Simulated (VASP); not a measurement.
# Cs (Fm-3m) in VASP: single point with PBEsol

Aim: the single point of Cs with PBEsol.

Program: VASP 6.6.1. These are calculated values, not measurements. Logs are shortened: lines on timing, memory, paths and dates and some standing lists are left out, and cuts for length are marked.

## 1. The cell of the first run

It takes space group Fm-3m (No. 225, cubic). Conventional cell: a = 7.586 Å, b = 7.586 Å, c = 7.586 Å, α = 90.00°, β = 90.00°, γ = 90.00°.

## 2. Single point, PBEsol

INCAR

```
SYSTEM = Cs
  ALGO = Normal
  EDIFF = 1E-6
  ENCUT = 520
  GGA = PS
  ISIF = 2
  ISMEAR = -1
  LASPH = .True.
  LCHARG = .True.
  LELF = .True.
  LREAL = .False.
  LVHAR = .True.
  LWAVE = .False.
  NBANDS = 10
  NELM = 100
  PREC = Accurate
  SIGMA = 0.13605693000000002
```

KPOINTS

```
k-points
0
Gamma
  8 8 8
  0 0 0
```

POSCAR

```
Cs
1.0
    0.0000000000      3.7931200536      3.7931200536
    3.7931200536      0.0000000000      3.7931200536
    3.7931200536      3.7931200536      0.0000000000
Cs
1
Direct
    0.0000000000      0.0000000000      0.0000000000
```

Potentials or basis: VASP PAW PBE potentials, release 64 (Cs_sv).

Launch:

```
$ cat potpaw_PBE.64/Cs_sv/POTCAR > POTCAR
$ mpirun -np 1 vasp_std > vasp.out
```

OUTCAR:

```text
SYSTEM = Cs
   EDIFF = 1E-6
   ENCUT = 520
   GGA = PS
   ISIF = 2
   ISMEAR = -1
   LASPH = .True.
   LREAL = .False.
   NELM = 100
   PREC = Accurate

 ion  position               nearest neighbor table
   1  0.000  0.000  0.000-

  LATTYP: Found a face centered cubic cell.
 ALAT       =     7.5862401072

  Lattice vectors:

 A1 = (   0.0000000000,   3.7931200536,   3.7931200536)
 A2 = (   3.7931200536,   0.0000000000,   3.7931200536)
 A3 = (   3.7931200536,   3.7931200536,   0.0000000000)

Analysis of symmetry for initial positions (statically):
=====================================================================
 Subroutine PRICEL returns:
 Original cell was already a primitive cell.

 Routine SETGRP: Setting up the symmetry group for a
 face centered cubic supercell.

 Subroutine GETGRP returns: Found 48 space group operations
 (whereof 48 operations were pure point group operations)
 out of a pool of 48 trial point group operations.

The static configuration has the point symmetry O_h .

Analysis of symmetry for dynamics (positions and initial velocities):
=====================================================================
 Subroutine PRICEL returns:
 Original cell was already a primitive cell.

 Routine SETGRP: Setting up the symmetry group for a
 face centered cubic supercell.

 Subroutine GETGRP returns: Found 48 space group operations
 (whereof 48 operations were pure point group operations)
 out of a pool of 48 trial point group operations.

The dynamic configuration has the point symmetry O_h .

 Subroutine INISYM returns: Found 48 space group operations
 (whereof 48 operations are pure point group operations),
 and found     1 'primitive' translations

----------------------------------------------------------------------------------------

                                     Primitive cell

  volume of cell :     109.1490

  direct lattice vectors                    reciprocal lattice vectors
     0.000000000  3.793120054  3.793120054    -0.131817605  0.131817605  0.131817605
     3.793120054  0.000000000  3.793120054     0.131817605 -0.131817605  0.131817605
     3.793120054  3.793120054  0.000000000     0.131817605  0.131817605 -0.131817605

  length of vectors
     5.364281824  5.364281824  5.364281824     0.228314789  0.228314789  0.228314789

  position of ions in fractional coordinates (direct lattice)
     0.000000000  0.000000000  0.000000000

  ion indices of the primitive-cell ions
   primitive index   ion index
                 1           1

----------------------------------------------------------------------------------------

 KPOINTS: k-points

Automatic generation of k-mesh.
 Grid dimensions read from file:
 generate k-points for:    8    8    8

 Generating k-lattice:

  Cartesian coordinates                     Fractional coordinates (reciprocal lattice)
    -0.016477201  0.016477201  0.016477201     0.125000000  0.000000000  0.000000000
     0.016477201 -0.016477201  0.016477201     0.000000000  0.125000000  0.000000000
     0.016477201  0.016477201 -0.016477201     0.000000000  0.000000000  0.125000000

  Length of vectors
     0.028539349  0.028539349  0.028539349

  Shift w.r.t. Gamma in fractional coordinates (k-lattice)
     0.000000000  0.000000000  0.000000000

 Subroutine IBZKPT returns following result:
 ===========================================

 Found     29 irreducible k-points:

 Following reciprocal coordinates:
            Coordinates               Weight
  0.000000  0.000000  0.000000      1.000000
  0.125000  0.000000  0.000000      8.000000
  0.250000  0.000000  0.000000      8.000000
  0.375000  0.000000  0.000000      8.000000
  0.500000  0.000000  0.000000      4.000000
  0.125000  0.125000  0.000000      6.000000
[... 16 lines left out ...]
  0.500000  0.250000  0.125000     48.000000
 -0.375000  0.250000  0.125000     24.000000
 [... further k-points ...]
   k-points           NKPTS =     29   k-points in BZ     NKDIM =     29   number of bands    NBANDS=     10
   number of dos      NEDOS =    301   number of ions     NIONS =      1
   total plane-waves  NPLWV =  64000
   dimension x,y,z NGX =    40 NGY =   40 NGZ =   40
   dimension x,y,z NGXF=    80 NGYF=   80 NGZF=   80
   ions per type =               1
   NGX,Y,Z   is equivalent  to a cutoff of  12.40, 12.40, 12.40 a.u.
   NGXF,Y,Z  is equivalent  to a cutoff of  24.79, 24.79, 24.79 a.u.
 SYSTEM =  Cs
   PREC   = accura    normal or accurate (medium, high low for compatibility)
   ISTART =      0    job   : 0-new  1-cont  2-samecut
   ICHARG =      2    charge: 1-file 2-atom 10-const
   ISPIN  =      1    spin polarized calculation?
   LNONCOLLINEAR =      F non collinear calculations
   LSORBIT =      F    spin-orbit coupling
   LASPH  =      T    aspherical Exc in radial PAW
   ENCUT  =  520.0 eV  38.22 Ry    6.18 a.u.   9.97  9.97  9.97*2*pi/ulx,y,z
   NELM   =    100;   NELMIN=  2; NELMDL= -5     # of ELM steps
   EDIFF  = 0.1E-05   stopping-criterion for ELM
   LREAL  =      F    real-space projection
   EDIFFG = 0.1E-04   stopping-criterion for IOM
   NSW    =      0    number of steps for IOM
   IBRION =     -1    ionic relax: 0-MD 1-quasi-New 2-CG
   NFREE  =      0    steps in history (QN), initial steepest desc. (CG)
   ISIF   =      2    stress and relaxation
   ISYM   =      2    0-nonsym 1-usesym 2-fastsym
   POTIM  = 0.5000    time-step for ionic-motion
   TEBEG  =    0.0;   TEEND  =   0.0 temperature during run
   PSTRESS=    0.0 pullay stress
   NELECT =       9.0000    total number of electrons
   NUPDOWN=      -1.0000    fix difference up-down
   EMIN   =  10.00;   EMAX   =-10.00  energy-range for DOS
   EFERMI =   0.00;   METHOD = LEGACY
   ISMEAR =    -1;   SIGMA  =   0.14  broadening in eV -4-tet -1-fermi 0-gaus
   EFERMI_NEDOS =   21; number of points for ismear=-14 and -15
   IALGO  =     38    algorithm
   IMIX   =      4    mixing-type and parameters
     AMIX     =   0.40;   BMIX     =  1.00
     AMIX_MAG =   1.60;   BMIX_MAG =  1.00
  volume/ion in A,a.u.               =     109.15       736.57
  Fermi-wavevector in a.u.,A,eV,Ry     =   0.712551  1.346526  6.908065  0.507728
  Thomas-Fermi vector in A             =   1.799956
   LORBIT       =      0    0 simple, 1 ext, 2 COOP (PROOUT), +10 PAW based schemes
   GGA     = PS    functional components
   LHFCALC =     F    Hartree Fock is set to
   AEXX    =    0.0000 exact exchange contribution
   IVDW    =     0    specifies the selected vdW correction
   LEPSILON=     F    determine dielectric tensor
   LRPA    =     F    only Hartree local field effects (RPA)
 non-spin polarized calculation
  energy-cutoff  :      520.00
  volume of cell :      109.15
 maximum number of plane-waves:      2954
   NGX = 19   NGY = 19   NGZ = 19

 number of electron       9.0000002 magnetization

 Free energy of the ion-electron system (eV)
  ---------------------------------------------------
  ext. energy  EPLUGINS =         0.00000000
  ---------------------------------------------------
  free energy    TOTEN  =        -0.97938147 eV

  energy without entropy =       -0.90463141  energy(sigma->0) =       -0.94200644

 E-fermi :   0.4830     XC(G=0):  -5.6128

 val. band max:        0.4516714696   @ k =   0.5000   0.0000   0.0000
 cond. band min:       0.5467997816   @ k =   0.5000   0.1250   0.0000
 fundamental gap:      0.0951283121
 Fermi energy:         0.4830337331

 k-point     1 :       0.0000    0.0000    0.0000
  band No.  band energies     occupation
      1     -23.3056      2.00000
      2     -10.0183      2.00000
      3     -10.0183      2.00000
      4     -10.0183      2.00000
      5      -1.2345      1.99999
      6       2.9896      0.00000
      7       2.9896      0.00000
      8       2.9896      0.00000
      9       4.1389      0.00000
     10       4.1389      0.00000

 k-point     2 :       0.1250    0.0000    0.0000
  band No.  band energies     occupation
      1     -23.3045      2.00000
      2     -10.0432      2.00000
      3     -10.0216      2.00000
      4     -10.0216      2.00000
      5      -1.0634      1.99998
      6       2.6862      0.00000
      7       3.0632      0.00000
      8       3.0632      0.00000
      9       4.0037      0.00000
     10       4.0037      0.00000

 k-point     3 :       0.2500    0.0000    0.0000
  band No.  band energies     occupation
      1     -23.3017      2.00000
      2     -10.1021      2.00000
      3     -10.0295      2.00000
      4     -10.0295      2.00000
      5      -0.5919      1.99926
      6       2.1436      0.00001
      7       3.0798      0.00000
      8       3.0798      0.00000
      9       4.0418      0.00000
     10       4.0419      0.00000

 k-point     4 :       0.3750    0.0000    0.0000
  band No.  band energies     occupation
      1     -23.2989      2.00000
      2     -10.1592      2.00000
      3     -10.0373      2.00000
      4     -10.0373      2.00000
      5       0.0409      1.92533
      6       1.6340      0.00042
      7       2.9190      0.00000
      8       2.9190      0.00000
      9       4.5605      0.00000
     10       4.5605      0.00000
[... 222 lines left out ...]
 k-point    22 :       0.3750    0.2500    0.1250
  band No.  band energies     occupation
      1     -23.2996      2.00000
      2     -10.1162      2.00000
      3     -10.0596      2.00000
      4     -10.0396      2.00000
      5      -0.1967      1.98656
      6       1.9918      0.00003
      7       2.5066      0.00000
      8       3.4028      0.00000
      9       3.5806      0.00000
     10       4.7047      0.00000

 k-point    23 :       0.5000    0.2500    0.1250
  band No.  band energies     occupation
      1     -23.2974      2.00000
      2     -10.1467      2.00000
      3     -10.0777      2.00000
      4     -10.0491      2.00000
      5       0.4217      1.22183
      6       1.6645      0.00034
      7       2.1973      0.00001
      8       3.2392      0.00000
      9       4.1055      0.00000
     10       5.0374      0.00000

 k-point    24 :      -0.3750    0.2500    0.1250
  band No.  band energies     occupation
      1     -23.2965      2.00000
      2     -10.1598      2.00000
      3     -10.0834      2.00000
      4     -10.0542      2.00000
      5       0.9257      0.07440
      6       1.2668      0.00628
      7       2.1934      0.00001
      8       3.1403      0.00000
      9       4.2852      0.00000
     10       5.0141      0.00000

 [... further k-points ...]

------------------------ aborting loop because EDIFF is reached ----------------------------------------

  FORCE on cell =-STRESS in cart. coord.  units (eV):
  Direction    XX          YY          ZZ          XY          YZ          ZX
  --------------------------------------------------------------------------------------
  -------------------------------------------------------------------------------------
  Total       -0.0115270     -0.0115270     -0.0115270     -0.0000000     -0.0000000     -0.0000000
  in kB       -0.1692024     -0.1692024     -0.1692024     -0.0000000     -0.0000000     -0.0000000
  external PRESSURE =      -0.1692024 kB  Pullay stress =       0.0000000 kB

 VOLUME and BASIS-vectors are now :
 -----------------------------------------------------------------------------
  energy-cutoff  :      520.00
  volume of cell :      109.15
      direct lattice vectors                 reciprocal lattice vectors
     0.000000000  3.793120054  3.793120054    -0.131817605  0.131817605  0.131817605
     3.793120054  0.000000000  3.793120054     0.131817605 -0.131817605  0.131817605
     3.793120054  3.793120054  0.000000000     0.131817605  0.131817605 -0.131817605

 POSITION                                       TOTAL-FORCE (eV/Angst)
 -----------------------------------------------------------------------------------
      0.00000      0.00000      0.00000         0.000000     -0.000000     -0.000000
 -----------------------------------------------------------------------------------
    total drift:                               -0.000000     -0.000000     -0.000000

  FREE ENERGIE OF THE ION-ELECTRON SYSTEM (eV)
  ---------------------------------------------------
  free  energy   TOTEN  =        -0.9793814708 eV

  energy  without entropy=       -0.9046314145  energy(sigma->0) =       -0.94200644
```

Wall time 59 s (1 thread of AMD EPYC 7R13, shared host); peak memory 0.21 GiB.

Results:

| Item | Value |
| --- | --- |
| Free energy | -0.9794 eV |
| Pressure | 0.0 GPa |

Caveat: the PAW data sets were made with another functional, which shifts forces and pressure a little; spin-orbit coupling is left out, which moves the levels of the heavy elements.
